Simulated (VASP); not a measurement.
# MgO (Ibam) in VASP: single point with r2SCAN

Aim: the single point of MgO with r2SCAN.

Program: VASP 6.6.1. These are calculated values, not measurements. Logs are shortened: lines on timing, memory, paths and dates and some standing lists are left out, and cuts for length are marked.

**1. The cell of the first run**

Symmetry: Ibam, No. 72, orthorhombic system. Conventional cell: a = 6.129 Å, b = 14.392 Å, c = 4.155 Å, α = 90.00°, β = 90.00°, γ = 90.00°. Mg (site symmetry m) has 5 O at 2.01 to 2.08 Å within 2.7 Å. Mg (site symmetry m) has 5 O at 2.00 to 2.08 Å within 2.6 Å. O (site symmetry m) has 5 Mg at 2.01 to 2.08 Å within 2.7 Å. O (site symmetry m) has 5 Mg at 2.00 to 2.08 Å within 2.6 Å.

**2. Single point, r2SCAN**

POSCAR reads:

```
MgO
1.0
    0.0000000000      0.0000000000      4.1547826800
   -6.1291196600      0.0000000000      0.0000000000
    3.0645598300     -7.1958828900     -2.0773913400
Mg O
8 8
Direct
    0.0707767400      0.4044999200      0.1415534800
    0.9292232600      0.5955000800      0.8584465200
    0.4292232600      0.2629464400      0.8584465200
    0.5707767400      0.7370535600      0.1415534800
    0.6900773900      0.3537880100      0.3801547800
    0.3099226100      0.6462119900      0.6198452300
    0.8099226200      0.9736332400      0.6198452300
    0.1900773800      0.0263667600      0.3801547600
    0.1901613200      0.3546646200      0.3803226400
    0.8098386800      0.6453353800      0.6196773600
    0.3098386800      0.9743419800      0.6196773600
    0.6901613200      0.0256580200      0.3803226400
    0.5707655600      0.4006875500      0.1415311200
    0.4292344400      0.5993124500      0.8584688800
    0.9292344400      0.2591564300      0.8584688800
    0.0707655600      0.7408435700      0.1415311200
```

INCAR.step1 reads:

```
SYSTEM = MgO
PREC = Accurate
ENCUT = 520
ISMEAR = 0
SIGMA = 0.05
LREAL = Auto
LASPH = .True.
NELM = 60
NBANDS = 46
GGA = PE
ALGO = Normal
EDIFF = 1E-4
LWAVE = .True.
LCHARG = .False.
```

INCAR.step2 reads:

```
SYSTEM = MgO
PREC = Accurate
ENCUT = 520
EDIFF = 1E-6
ISMEAR = 0
SIGMA = 0.05
LREAL = Auto
LASPH = .True.
NELM = 60
ALGO = Normal
ISIF = 2
LWAVE = .False.
LCHARG = .False.
METAGGA = R2SCAN
LMIXTAU = .True.
NBANDS = 46
ISTART = 1
```

KPOINTS reads:

```
Automatic mesh
0
Gamma
  6 6 6
  0 0 0
```

Potentials or basis: VASP PAW PBE potentials, release 64 (Mg, O).

Run with:

```sh
cat potpaw_PBE.64/Mg/POTCAR potpaw_PBE.64/O/POTCAR > POTCAR
cp INCAR.step1 INCAR
mpirun -np 1 vasp_std > vasp.out
cp INCAR.step2 INCAR
mpirun -np 1 vasp_std > vasp.out
```

OUTCAR:

```text
SYSTEM = MgO
   PREC = Accurate
   ENCUT = 520
   EDIFF = 1E-6
   ISMEAR = 0
   LREAL = Auto
   LASPH = .True.
   NELM = 60
   ISIF = 2
   METAGGA = R2SCAN
   ISTART = 1

 ion  position               nearest neighbor table
   1  0.071  0.404  0.142-   9 2.01  15 2.04  16 2.06  13 2.08  13 2.08   2 2.88   5 2.89   5 2.89
                             3 2.91   3 2.91   4 2.91   4 2.91   6 3.44   8 3.50   8 3.53
   2  0.929  0.596  0.858-  10 2.01  16 2.04  15 2.06  14 2.08  14 2.08   1 2.88   6 2.89   6 2.89
                             4 2.91   4 2.91   3 2.91   3 2.91   5 3.44   7 3.50   7 3.53
   3  0.429  0.263  0.858-  11 2.01  13 2.04  14 2.06  15 2.08  15 2.08   4 2.88   7 2.89   7 2.89
                             1 2.91   1 2.91   2 2.91   2 2.91   8 3.44   6 3.50   6 3.53
   4  0.571  0.737  0.142-  12 2.01  14 2.04  13 2.06  16 2.08  16 2.08   3 2.88   8 2.89   8 2.89
                             2 2.91   2 2.91   1 2.91   1 2.91   7 3.44   5 3.50   5 3.53
   5  0.690  0.354  0.380-  13 2.00  12 2.01  10 2.02   9 2.08   9 2.08   8 2.89   8 2.89   1 2.89
                             1 2.89   6 2.90   6 2.90   2 3.44   4 3.50   7 3.52   7 3.52   4 3.53
   6  0.310  0.646  0.620-  14 2.00  11 2.01   9 2.02  10 2.08  10 2.08   7 2.89   7 2.89   2 2.89
                             2 2.89   5 2.90   5 2.90   1 3.44   3 3.50   8 3.52   8 3.52   3 3.53
   7  0.810  0.974  0.620-  15 2.00  10 2.01  12 2.02  11 2.08  11 2.08   6 2.89   6 2.89   3 2.89
                             3 2.89   8 2.90   8 2.90   4 3.44   2 3.50   5 3.52   5 3.52   2 3.53
   8  0.190  0.026  0.380-  16 2.00   9 2.01  11 2.02  12 2.08  12 2.08   5 2.89   5 2.89   4 2.89
                             4 2.89   7 2.90   7 2.90   3 3.44   1 3.50   6 3.52   6 3.52   1 3.53
   9  0.190  0.355  0.380-   1 2.01   8 2.01   6 2.02   5 2.08   5 2.08
  10  0.810  0.645  0.620-   2 2.01   7 2.01   5 2.02   6 2.08   6 2.08
  11  0.310  0.974  0.620-   3 2.01   6 2.01   8 2.02   7 2.08   7 2.08
  12  0.690  0.026  0.380-   4 2.01   5 2.01   7 2.02   8 2.08   8 2.08
  13  0.571  0.401  0.142-   5 2.00   3 2.04   4 2.06   1 2.08   1 2.08
  14  0.429  0.599  0.858-   6 2.00   4 2.04   3 2.06   2 2.08   2 2.08
  15  0.929  0.259  0.858-   7 2.00   1 2.04   2 2.06   3 2.08   3 2.08
  16  0.071  0.741  0.142-   8 2.00   2 2.04   1 2.06   4 2.08   4 2.08

  LATTYP: Found a body centered orthorhombic cell.
 ALAT       =     4.1547826800
 B/A-ratio  =     1.4751962093
 C/A-ratio  =     3.4639033828

  Lattice vectors:

 A1 = (  -3.0645598300,   7.1958828900,   2.0773913400)
 A2 = (   3.0645598300,   7.1958828900,  -2.0773913400)
 A3 = (  -3.0645598300,  -7.1958828900,  -2.0773913400)

Analysis of symmetry for initial positions (statically):
=====================================================================
 Subroutine PRICEL returns:
 Original cell was already a primitive cell.

 Routine SETGRP: Setting up the symmetry group for a
 body centered orthorhombic supercell.

 Subroutine GETGRP returns: Found  8 space group operations
 (whereof  4 operations were pure point group operations)
 out of a pool of  8 trial point group operations.

The static configuration has the point symmetry C_2h.
[... 161 lines left out ...]
   IMIX   =      4    mixing-type and parameters
     AMIX     =   0.40;   BMIX     =  1.00
     AMIX_MAG =   1.60;   BMIX_MAG =  1.00
  volume/ion in A,a.u.               =      11.45        77.29
  Fermi-wavevector in a.u.,A,eV,Ry     =   1.152899  2.178664 18.084544  1.329176
  Thomas-Fermi vector in A             =   2.289547
   LORBIT       =      0    0 simple, 1 ext, 2 COOP (PROOUT), +10 PAW based schemes
   METAGGA = R2SCAN    functional components
   LHFCALC =     F    Hartree Fock is set to
   AEXX    =    0.0000 exact exchange contribution
   IVDW    =     0    specifies the selected vdW correction
   LEPSILON=     F    determine dielectric tensor
   LRPA    =     F    only Hartree local field effects (RPA)
 non-spin polarized calculation
 Gauss-broadening in eV      SIGMA  =   0.05
  energy-cutoff  :      520.00
  volume of cell :      183.24
 maximum number of plane-waves:      4972
   NGX = 15   NGY = 23   NGZ = 31

 number of electron      63.9999995 magnetization

 Free energy of the ion-electron system (eV)
  ---------------------------------------------------
  ext. energy  EPLUGINS =         0.00000000
  ---------------------------------------------------
  free energy    TOTEN  =      -127.58715675 eV

  energy without entropy =     -127.58715675  energy(sigma->0) =     -127.58715675

 E-fermi :   1.5847     XC(G=0): -10.2729

 val. band max:        1.2963661162   @ k =   0.0000   0.0000   0.0000
 cond. band min:       5.0375677143   @ k =   0.0000   0.0000   0.0000
 fundamental gap:      3.7412015981
 Fermi energy:         1.5847063725

 k-point     1 :       0.0000    0.0000    0.0000
  band No.  band energies     occupation
      1     -16.5602      2.00000
      2     -15.9089      2.00000
      3     -15.8793      2.00000
      4     -15.7887      2.00000
      5     -15.6393      2.00000
      6     -15.3509      2.00000
[... 1117 lines left out ...]
     43      12.9825      0.00000
     44      13.3260      0.00000

 [... further k-points ...]

 [bands above 44 left out]

------------------------ aborting loop because EDIFF is reached ----------------------------------------

  FORCE on cell =-STRESS in cart. coord.  units (eV):
  Direction    XX          YY          ZZ          XY          YZ          ZX
  --------------------------------------------------------------------------------------
  -------------------------------------------------------------------------------------
  Total       -0.6603680     -0.7834787     -0.7386628      0.0000000      0.0000000      0.0000000
  in kB       -5.7738580     -6.8502635     -6.4584204      0.0000000      0.0000000      0.0000000
  external PRESSURE =      -6.3608473 kB  Pullay stress =       0.0000000 kB

 VOLUME and BASIS-vectors are now :
 -----------------------------------------------------------------------------
  energy-cutoff  :      520.00
  volume of cell :      183.24
      direct lattice vectors                 reciprocal lattice vectors
     0.000000000  0.000000000  4.154782680     0.000000000 -0.069484177  0.240686476
    -6.129119660  0.000000000  0.000000000    -0.163155568 -0.069484177  0.000000000
     3.064559830 -7.195882890 -2.077391340     0.000000000 -0.138968354  0.000000000

 POSITION                                       TOTAL-FORCE (eV/Angst)
 -----------------------------------------------------------------------------------
     -2.04543     -1.01860      0.00000        -0.034977      0.030616     -0.000000
     -1.01913     -6.17728      2.07739         0.034977     -0.030616     -0.000000
      1.01913     -6.17728      0.00000        -0.034977     -0.030616     -0.000000
     -4.08369     -1.01860      2.07739         0.034977      0.030616     -0.000000
     -1.00340     -2.73555      2.07739        -0.029607      0.039330     -0.000000
     -2.06116     -4.46033     -0.00000         0.029607     -0.039330     -0.000000
[... 8 lines left out ...]
      1.04243     -6.17744      2.07739         0.008088      0.010101     -0.000000
     -4.10699     -1.01844     -0.00000        -0.008088     -0.010101     -0.000000
 -----------------------------------------------------------------------------------
    total drift:                               -0.000370      0.000486      0.000000

  FREE ENERGIE OF THE ION-ELECTRON SYSTEM (eV)
  ---------------------------------------------------
  free  energy   TOTEN  =      -127.5871567472 eV

  energy  without entropy=     -127.5871567472  energy(sigma->0) =     -127.58715675
```

OUTCAR.step1:

```text
SYSTEM = MgO
   PREC = Accurate
   ENCUT = 520
   ISMEAR = 0
   LREAL = Auto
   LASPH = .True.
   NELM = 60
   GGA = PE
[... 1408 lines left out ...]
     -2.06116     -4.46033     -0.00000         0.024581     -0.033115      0.000000
[... 8 lines left out ...]
      1.04243     -6.17744      2.07739         0.096089      0.017943      0.000000
     -4.10699     -1.01844     -0.00000        -0.096089     -0.017943     -0.000000
 -----------------------------------------------------------------------------------
    total drift:                               -0.000370      0.000486     -0.000000

  FREE ENERGIE OF THE ION-ELECTRON SYSTEM (eV)
  ---------------------------------------------------
  free  energy   TOTEN  =       -94.0139343745 eV

  energy  without entropy=      -94.0139343745  energy(sigma->0) =      -94.01393437
```

OSZICAR.step1:

```text
N       E                     dE             d eps       ncg     rms          rms(c)
DAV:   1     0.360043247434E+03    0.36004E+03   -0.30694E+04  4240   0.125E+03
DAV:   2    -0.793643737618E+02   -0.43941E+03   -0.41898E+03  5330   0.274E+02
DAV:   3    -0.110441765490E+03   -0.31077E+02   -0.30900E+02  5170   0.770E+01
DAV:   4    -0.110742539523E+03   -0.30077E+00   -0.30041E+00  5074   0.851E+00
DAV:   5    -0.110745630400E+03   -0.30909E-02   -0.30902E-02  5096   0.849E-01    0.225E+01
DAV:   6    -0.943987008808E+02    0.16347E+02   -0.66050E+01  4934   0.348E+01    0.717E+00
DAV:   7    -0.941583913005E+02    0.24031E+00   -0.12451E+00  4858   0.500E+00    0.438E+00
DAV:   8    -0.940141488671E+02    0.14424E+00   -0.50133E-01  5070   0.461E+00    0.894E-01
DAV:   9    -0.940107429071E+02    0.34060E-02   -0.11432E-01  5102   0.150E+00    0.371E-01
DAV:  10    -0.940134643179E+02   -0.27214E-02   -0.83604E-03  4706   0.472E-01    0.981E-02
DAV:  11    -0.940138187459E+02   -0.35443E-03   -0.95279E-04  4864   0.149E-01    0.323E-02
DAV:  12    -0.940139201596E+02   -0.10141E-03   -0.13679E-04  3690   0.644E-02    0.223E-02
DAV:  13    -0.940139343745E+02   -0.14215E-04   -0.25647E-05  3302   0.256E-02
   1 F= -.94013934E+02 E0= -.94013934E+02  d E =-.159475E-11
```

Wall time 19 min (1 thread of AMD EPYC 9R45 (Zen 5), shared host); peak memory 0.42 GiB.

Results:

```
Free energy            : -127.5872 eV
Pressure               : -0.6 GPa
Largest force          : 0.049 eV/Å
Band gap on the k mesh : 3.74 eV
```

Forces in eV/Å, atoms in the order of the input:
```
Mg  -0.035  0.031  0.000
Mg   0.035 -0.031  0.000
Mg  -0.035 -0.031  0.000
Mg   0.035  0.031  0.000
Mg  -0.030  0.039  0.000
Mg   0.030 -0.039  0.000
Mg  -0.030 -0.039  0.000
Mg   0.030  0.039  0.000
O   -0.004  0.000  0.000
O    0.004  0.000  0.000
O   -0.004  0.000  0.000
O    0.004  0.000  0.000
O    0.008 -0.010  0.000
O   -0.008  0.010  0.000
O    0.008  0.010  0.000
O   -0.008 -0.010  0.000
```

Levels at points of the mesh, in eV from the valence-band top:
```csv
k point,band 28,band 29,band 30,band 31,band 32,band 33,band 34,band 35,band 36,band 37
"(0.00, 0.00, 0.00)",-0.77,-0.55,-0.54,-0.53,0.00,3.74,6.97,7.64,8.15,9.97
"(0.50, 0.00, 0.00)",-0.70,-0.53,-0.53,-0.39,-0.39,6.58,6.58,7.85,7.85,8.34
"(0.00, 0.50, 0.00)",-0.58,-0.51,-0.49,-0.47,-0.43,5.43,6.28,7.09,8.10,9.29
"(0.50, 0.50, 0.00)",-0.86,-0.65,-0.65,-0.49,-0.49,6.54,6.54,7.88,7.88,7.95
"(0.00, 0.00, 0.50)",-0.77,-0.56,-0.49,-0.41,-0.35,4.84,5.55,7.73,8.61,9.44
```

Caveat: the PAW data sets were made with another functional, which shifts forces and pressure a little.
